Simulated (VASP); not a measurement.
# SnTe (Fm-3m) in VASP: further runs, part 2 of 3

VASP 6.6.1.

## 4. Electric field gradients, PBEsol (32.08 Å³/atom)

This run uses another cell than the first one, of 32.08 Å³/atom.

File INCAR:

```
SYSTEM = SnTe
PREC = Accurate ; ENCUT = 520
EDIFF = 1E-8 ; ISMEAR = -1
SIGMA = 0.08 ; LREAL = .FALSE.
LASPH = .TRUE. ; NELM = 60
ALGO = Normal ; ISIF = 2
LWAVE = .FALSE. ; LCHARG = .FALSE.
GGA = PS ; LEFG = .TRUE.
NBANDS = 17
```

File KPOINTS:

```
regular mesh
0
G
  11 11 11
  0 0 0
```

File POSCAR:

```
SnTe
1.0
    0.0000000000      3.1774045827      3.1774045827
    3.1774045827      0.0000000000      3.1774045827
    3.1774045827      3.1774045827      0.0000000000
Sn Te
1 1
Direct
    0.0000000000      0.0000000000      0.0000000000
    0.5000000000      0.5000000000      0.5000000000
```

Potentials or basis: VASP PAW PBE potentials, release 64 (Sn_d, Te).

On the command line:

```sh
cat potpaw_PBE.64/Sn_d/POTCAR potpaw_PBE.64/Te/POTCAR > POTCAR
mpirun -np 1 vasp_std > vasp.out
```

OUTCAR:

```text
SYSTEM = SnTe
   PREC = Accurate
   ENCUT = 520
   EDIFF = 1E-8
   ISMEAR = -1
   LREAL = .FALSE.
   LASPH = .TRUE.
   NELM = 60
   ISIF = 2
   GGA = PS

 ion  position               nearest neighbor table
   1  0.000  0.000  0.000-   2 3.18   2 3.18   2 3.18   2 3.18   2 3.18   2 3.18
   2  0.500  0.500  0.500-   1 3.18   1 3.18   1 3.18   1 3.18   1 3.18   1 3.18

  LATTYP: Found a face centered cubic cell.
 ALAT       =     6.3548091654

  Lattice vectors:

 A1 = (   0.0000000000,   3.1774045827,   3.1774045827)
 A2 = (   3.1774045827,   0.0000000000,   3.1774045827)
 A3 = (   3.1774045827,   3.1774045827,   0.0000000000)

Analysis of symmetry for initial positions (statically):
=====================================================================
 Subroutine PRICEL returns:
 Original cell was already a primitive cell.

 Routine SETGRP: Setting up the symmetry group for a
 face centered cubic supercell.

 Subroutine GETGRP returns: Found 48 space group operations
 (whereof 48 operations were pure point group operations)
 out of a pool of 48 trial point group operations.

The static configuration has the point symmetry O_h .

Analysis of symmetry for dynamics (positions and initial velocities):
=====================================================================
 Subroutine PRICEL returns:
 Original cell was already a primitive cell.

 Routine SETGRP: Setting up the symmetry group for a
 face centered cubic supercell.

 Subroutine GETGRP returns: Found 48 space group operations
 (whereof 48 operations were pure point group operations)
 out of a pool of 48 trial point group operations.

The dynamic configuration has the point symmetry O_h .

 Subroutine INISYM returns: Found 48 space group operations
 (whereof 48 operations are pure point group operations),
 and found     1 'primitive' translations

----------------------------------------------------------------------------------------

                                     Primitive cell

  volume of cell :      64.1575

  direct lattice vectors                    reciprocal lattice vectors
     0.000000000  3.177404583  3.177404583    -0.157361138  0.157361138  0.157361138
     3.177404583  0.000000000  3.177404583     0.157361138 -0.157361138  0.157361138
     3.177404583  3.177404583  0.000000000     0.157361138  0.157361138 -0.157361138

  length of vectors
     4.493528654  4.493528654  4.493528654     0.272557486  0.272557486  0.272557486

  position of ions in fractional coordinates (direct lattice)
     0.000000000  0.000000000  0.000000000
     0.500000000  0.500000000  0.500000000

  ion indices of the primitive-cell ions
   primitive index   ion index
                 1           1
                 2           2

----------------------------------------------------------------------------------------

 KPOINTS: regular mesh

Automatic generation of k-mesh.
[... 71 lines left out ...]
   NFREE  =      0    steps in history (QN), initial steepest desc. (CG)
   ISIF   =      2    stress and relaxation
   ISYM   =      2    0-nonsym 1-usesym 2-fastsym
   POTIM  = 0.5000    time-step for ionic-motion
   TEBEG  =    0.0;   TEEND  =   0.0 temperature during run
   PSTRESS=    0.0 pullay stress
   NELECT =      20.0000    total number of electrons
   NUPDOWN=      -1.0000    fix difference up-down
   EMIN   =  10.00;   EMAX   =-10.00  energy-range for DOS
   EFERMI =   0.00;   METHOD = LEGACY
   ISMEAR =    -1;   SIGMA  =   0.08  broadening in eV -4-tet -1-fermi 0-gaus
   EFERMI_NEDOS =   21; number of points for ismear=-14 and -15
   IALGO  =     38    algorithm
   IMIX   =      4    mixing-type and parameters
     AMIX     =   0.40;   BMIX     =  1.00
     AMIX_MAG =   1.60;   BMIX_MAG =  1.00
  volume/ion in A,a.u.               =      32.08       216.48
  Fermi-wavevector in a.u.,A,eV,Ry     =   1.110032  2.097657 16.764716  1.232172
  Thomas-Fermi vector in A             =   2.246579
   LORBIT       =      0    0 simple, 1 ext, 2 COOP (PROOUT), +10 PAW based schemes
   GGA     = PS    functional components
   LHFCALC =     F    Hartree Fock is set to
   AEXX    =    0.0000 exact exchange contribution
   IVDW    =     0    specifies the selected vdW correction
   LEPSILON=     F    determine dielectric tensor
   LRPA    =     F    only Hartree local field effects (RPA)
 non-spin polarized calculation
  energy-cutoff  :      520.00
  volume of cell :       64.16
 maximum number of plane-waves:      1759
 NGX is ok and might be reduce to    36
   NGX = 17   NGY = 17   NGZ = 17

 number of electron      20.0000001 magnetization

 Free energy of the ion-electron system (eV)
  ---------------------------------------------------
  ext. energy  EPLUGINS =         0.00000000
  ---------------------------------------------------
  free energy    TOTEN  =        -8.33160467 eV

  energy without entropy =       -8.33005485  energy(sigma->0) =       -8.33082976

 E-fermi :   6.4741     XC(G=0):  -9.5414

 val. band max:        6.2960880484   @ k =   0.4545   0.0000   0.0000
 cond. band min:       6.7136588189   @ k =   0.4545   0.0000   0.0000
 fundamental gap:      0.4175707705
 Fermi energy:         6.4740966164

 k-point     1 :       0.0000    0.0000    0.0000
  band No.  band energies     occupation
      1     -15.2788      2.00000
      2     -15.2788      2.00000
      3     -15.2734      2.00000
      4     -15.2734      2.00000
      5     -15.2734      2.00000
      6      -6.1422      2.00000
[... 457 lines left out ...]
      4     -15.2704      2.00000
      5     -15.2689      2.00000
      6      -5.4789      2.00000
[... 9 lines left out ...]
     16      14.2736      0.00000
     17      14.4370      0.00000

 [... further k-points ...]

------------------------ aborting loop because EDIFF is reached ----------------------------------------

  FORCE on cell =-STRESS in cart. coord.  units (eV):
  Direction    XX          YY          ZZ          XY          YZ          ZX
  --------------------------------------------------------------------------------------
  -------------------------------------------------------------------------------------
  Total       -0.5517648     -0.5517648     -0.5517648     -0.0000000      0.0000000     -0.0000000
  in kB      -13.7789797    -13.7789797    -13.7789797     -0.0000000      0.0000000     -0.0000000
  external PRESSURE =     -13.7789797 kB  Pullay stress =       0.0000000 kB

 VOLUME and BASIS-vectors are now :
 -----------------------------------------------------------------------------
  energy-cutoff  :      520.00
  volume of cell :       64.16
      direct lattice vectors                 reciprocal lattice vectors
     0.000000000  3.177404583  3.177404583    -0.157361138  0.157361138  0.157361138
     3.177404583  0.000000000  3.177404583     0.157361138 -0.157361138  0.157361138
     3.177404583  3.177404583  0.000000000     0.157361138  0.157361138 -0.157361138

 POSITION                                       TOTAL-FORCE (eV/Angst)
 -----------------------------------------------------------------------------------
      0.00000      0.00000      0.00000        -0.000000      0.000000      0.000000
      3.17740      3.17740      3.17740         0.000000      0.000000     -0.000000
 -----------------------------------------------------------------------------------
    total drift:                               -0.000000      0.000000      0.000000

  FREE ENERGIE OF THE ION-ELECTRON SYSTEM (eV)
  ---------------------------------------------------
  free  energy   TOTEN  =        -8.3316046671 eV

  energy  without entropy=       -8.3300548476  energy(sigma->0) =       -8.33082976

 Electric field gradients (V/A^2)
---------------------------------------------------------------------
 ion       V_xx      V_yy      V_zz      V_xy      V_xz      V_yz
---------------------------------------------------------------------
   1      -0.000    -0.000    -0.000    -0.002    -0.002    -0.002
   2       0.000     0.000     0.000    -0.000    -0.000    -0.000
---------------------------------------------------------------------

 Electric field gradients after diagonalization (V/A^2)
 (convention: |V_zz| > |V_xx| > |V_yy|)
----------------------------------------------------------------------
 ion       V_xx      V_yy      V_zz     asymmetry (V_yy - V_xx)/ V_zz
----------------------------------------------------------------------
   1       0.002     0.002    -0.004       0.000
   2       0.000     0.000    -0.000       0.000
----------------------------------------------------------------------

           NMR quadrupolar parameters

 Cq : quadrupolar parameter    Cq=e*Q*V_zz/h
 eta: asymmetry parameters     (V_yy - V_xx)/ V_zz
 Q  : nuclear electric quadrupole moment in mb (millibarn)
----------------------------------------------------------------------
 ion       Cq(MHz)       eta       Q (mb)
----------------------------------------------------------------------
   1      -0.000       0.000       1.000
   2      -0.000       0.000       1.000
----------------------------------------------------------------------
```

OSZICAR:

```text
N       E                     dE             d eps       ncg     rms          rms(c)
DAV:   1     0.126276168483E+03    0.12628E+03   -0.95035E+03  1923   0.136E+03
DAV:   2     0.340246036803E+01   -0.12287E+03   -0.11924E+03  2050   0.333E+02
DAV:   3    -0.805715144178E+01   -0.11460E+02   -0.11381E+02  2380   0.900E+01
DAV:   4    -0.838238485197E+01   -0.32523E+00   -0.32499E+00  2246   0.157E+01
DAV:   5    -0.839502670590E+01   -0.12642E-01   -0.12641E-01  2767   0.301E+00    0.438E+00
DAV:   6    -0.833400196317E+01    0.61025E-01   -0.13478E-01  2619   0.274E+00    0.276E+00
DAV:   7    -0.833199063926E+01    0.20113E-02   -0.47814E-02  2398   0.123E+00    0.779E-01
DAV:   8    -0.833157567817E+01    0.41496E-03   -0.67431E-03  2439   0.677E-01    0.147E-01
DAV:   9    -0.833162253767E+01   -0.46860E-04   -0.65832E-04  2636   0.220E-01    0.304E-02
DAV:  10    -0.833160500263E+01    0.17535E-04   -0.75229E-05  2559   0.748E-02    0.219E-02
DAV:  11    -0.833160511582E+01   -0.11319E-06   -0.34319E-05  2575   0.460E-02    0.279E-02
DAV:  12    -0.833160493800E+01    0.17782E-06   -0.26031E-06  2459   0.114E-02    0.145E-02
DAV:  13    -0.833160480999E+01    0.12801E-06   -0.10092E-07  2430   0.198E-03    0.100E-02
DAV:  14    -0.833160468427E+01    0.12572E-06   -0.27205E-07  2571   0.546E-03    0.235E-03
DAV:  15    -0.833160463462E+01    0.49648E-07   -0.33832E-08  2062   0.902E-04    0.890E-04
DAV:  16    -0.833160464499E+01   -0.10373E-07   -0.75553E-10  1081   0.318E-04    0.504E-04
DAV:  17    -0.833160466497E+01   -0.19976E-07   -0.33232E-10  1083   0.226E-04    0.272E-04
DAV:  18    -0.833160466713E+01   -0.21619E-08   -0.56558E-11  1089   0.590E-05
   1 F= -.83316047E+01 E0= -.83308298E+01  d E =-.154982E-02
```

Run time: 2.3 min. Hardware: 1 thread of Intel Xeon 8259CL, shared host; peak memory 0.24 GiB.

What came out:

- Free energy: -8.3316 eV
- Pressure: -1.4 GPa
- Largest electric field gradient by atom: under 0.05 V/Å² on every atom

Levels at points of the mesh, in eV from the Fermi level:
```csv
k point,band 6,band 7,band 8,band 9,band 10,band 11,band 12,band 13,band 14,band 15
"(0.00, 0.00, 0.00)",-12.62,-4.79,-2.04,-2.04,-2.04,3.30,3.30,3.30,4.78,4.78
```

Caveat: this odd mesh misses L, so gap, dielectric constants and Born charges aren't listed; the PAW data sets were made with another functional, which shifts forces and pressure a little; spin-orbit coupling is left out, which moves the levels of the heavy elements.

## 5. Electric field gradients, PBEsol (32.08 Å³/atom)

This run uses another cell than the first one, of 32.08 Å³/atom.

File INCAR:

```
  PREC = Accurate
  ENCUT = 520
  EDIFF = 1E-8
  ISMEAR = -1
  SIGMA = 0.08
  LREAL = False
  LASPH = True
  NELM = 80
  ALGO = Normal
  ISIF = 2
  LWAVE = False
  LCHARG = False
  GGA = PS
  LEFG = True
  NBANDS = 17
```

File KPOINTS:

```
regular mesh
0
Gamma
  11 11 11
```

POSCAR is that of step 4.

Potentials or basis: VASP PAW PBE potentials, release 64 (Sn_d, Te).

On the command line:

```sh
cat potpaw_PBE.64/Sn_d/POTCAR potpaw_PBE.64/Te/POTCAR > POTCAR
mpirun -np 1 vasp_std > vasp.out
```

OUTCAR:

```text
PREC = Accurate
   ENCUT = 520
   EDIFF = 1E-8
   ISMEAR = -1
   LREAL = False
   LASPH = True
   NELM = 80
   ISIF = 2
   GGA = PS

 ion  position               nearest neighbor table
   1  0.000  0.000  0.000-   2 3.18   2 3.18   2 3.18   2 3.18   2 3.18   2 3.18
   2  0.500  0.500  0.500-   1 3.18   1 3.18   1 3.18   1 3.18   1 3.18   1 3.18

  LATTYP: Found a face centered cubic cell.
 ALAT       =     6.3548091654

  Lattice vectors:

 A1 = (   0.0000000000,   3.1774045827,   3.1774045827)
 A2 = (   3.1774045827,   0.0000000000,   3.1774045827)
 A3 = (   3.1774045827,   3.1774045827,   0.0000000000)

Analysis of symmetry for initial positions (statically):
[... 690 lines left out ...]
  free  energy   TOTEN  =        -8.3316046671 eV

  energy  without entropy=       -8.3300548476  energy(sigma->0) =       -8.33082976

 Electric field gradients (V/A^2)
---------------------------------------------------------------------
 ion       V_xx      V_yy      V_zz      V_xy      V_xz      V_yz
---------------------------------------------------------------------
   1      -0.000    -0.000    -0.000    -0.002    -0.002    -0.002
   2       0.000     0.000     0.000    -0.000    -0.000    -0.000
---------------------------------------------------------------------

 Electric field gradients after diagonalization (V/A^2)
 (convention: |V_zz| > |V_xx| > |V_yy|)
----------------------------------------------------------------------
 ion       V_xx      V_yy      V_zz     asymmetry (V_yy - V_xx)/ V_zz
----------------------------------------------------------------------
   1       0.002     0.002    -0.004       0.000
   2       0.000     0.000    -0.000       0.000
----------------------------------------------------------------------

           NMR quadrupolar parameters

 Cq : quadrupolar parameter    Cq=e*Q*V_zz/h
 eta: asymmetry parameters     (V_yy - V_xx)/ V_zz
 Q  : nuclear electric quadrupole moment in mb (millibarn)
----------------------------------------------------------------------
 ion       Cq(MHz)       eta       Q (mb)
----------------------------------------------------------------------
   1      -0.000       0.000       1.000
   2      -0.000       0.000       1.000
----------------------------------------------------------------------
```

OSZICAR:

```text
N       E                     dE             d eps       ncg     rms          rms(c)
DAV:   1     0.126276168483E+03    0.12628E+03   -0.95035E+03  1923   0.136E+03
DAV:   2     0.340246036803E+01   -0.12287E+03   -0.11924E+03  2050   0.333E+02
DAV:   3    -0.805715144178E+01   -0.11460E+02   -0.11381E+02  2380   0.900E+01
DAV:   4    -0.838238485197E+01   -0.32523E+00   -0.32499E+00  2246   0.157E+01
DAV:   5    -0.839502670590E+01   -0.12642E-01   -0.12641E-01  2767   0.301E+00    0.438E+00
DAV:   6    -0.833400196317E+01    0.61025E-01   -0.13478E-01  2619   0.274E+00    0.276E+00
DAV:   7    -0.833199063926E+01    0.20113E-02   -0.47814E-02  2398   0.123E+00    0.779E-01
DAV:   8    -0.833157567817E+01    0.41496E-03   -0.67431E-03  2439   0.677E-01    0.147E-01
DAV:   9    -0.833162253767E+01   -0.46860E-04   -0.65832E-04  2636   0.220E-01    0.304E-02
DAV:  10    -0.833160500263E+01    0.17535E-04   -0.75229E-05  2559   0.748E-02    0.219E-02
DAV:  11    -0.833160511582E+01   -0.11319E-06   -0.34319E-05  2575   0.460E-02    0.279E-02
DAV:  12    -0.833160493800E+01    0.17782E-06   -0.26031E-06  2459   0.114E-02    0.145E-02
DAV:  13    -0.833160480999E+01    0.12801E-06   -0.10092E-07  2430   0.198E-03    0.100E-02
DAV:  14    -0.833160468427E+01    0.12572E-06   -0.27205E-07  2571   0.546E-03    0.235E-03
DAV:  15    -0.833160463462E+01    0.49648E-07   -0.33832E-08  2062   0.902E-04    0.890E-04
DAV:  16    -0.833160464499E+01   -0.10373E-07   -0.75553E-10  1081   0.318E-04    0.504E-04
DAV:  17    -0.833160466497E+01   -0.19976E-07   -0.33232E-10  1083   0.226E-04    0.272E-04
DAV:  18    -0.833160466713E+01   -0.21619E-08   -0.56558E-11  1089   0.590E-05
   1 F= -.83316047E+01 E0= -.83308298E+01  d E =-.154982E-02
```

Run time: 2.2 min. Hardware: 1 thread of Intel Xeon 8259CL, shared host; peak memory 0.24 GiB.

What came out:

```yaml
Free_energy: -8.3316 eV
Pressure: -1.4 GPa
Largest_electric_field_gradient_by_atom: under 0.05 V/Å² on every atom
```

Caveat: this odd mesh misses L, so gap, dielectric constants and Born charges aren't listed; the PAW data sets were made with another functional, which shifts forces and pressure a little; spin-orbit coupling is left out, which moves the levels of the heavy elements.

(Part 2 of 3 ends here.)
